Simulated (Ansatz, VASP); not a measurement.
## One calculation of SnP5, two programs

```
Sn P
1.0
     5.54039    0.00000    0.00000
    -2.77020    4.79812    0.00000
     0.00000    0.00000    4.38594
Sn P
1 5
Direct
  0.00000 0.00000 0.00000
  0.50000 0.00000 0.50000
  0.50000 0.50000 0.50000
  0.00000 0.50000 0.50000
  0.33333 0.66667 0.00000
  0.66667 0.33333 0.00000
```

Change from the starting cell: species swapped into the KAu5 type (P6/mmm, No. 191).

Alike in both runs: task relaxation of cell and atoms; functional PBE; k mesh 6 × 6 × 4; occupations gaussian, width 0.1 eV; no spin polarisation.

|  | VASP | Ansatz |
| --- | --- | --- |
| version | VASP 6.6.1 | Ansatz 0.2.0 |
| potentials or method | VASP PAW PBE potentials, release 64 (Sn_d, P), cutoff 500 eV | scalar-relativistic, plane waves, PAW |
| valence electrons in the cell | 39 | 39 |

|  | VASP | Ansatz | Ansatz less VASP |
| --- | --- | --- | --- |
| gap on the k mesh at the Fermi level, each at its own relaxed structure (eV) | none | none | - |
| relaxed volume (Å³/atom) | 17.27 | 17.26 | -0.014 |
| relaxed length of the cell vector where the two differ most in proportion (Å) | 4.178 | 4.173 | -0.0046 |

A gap of «none» marks a metal or a gap that the smearing closes.
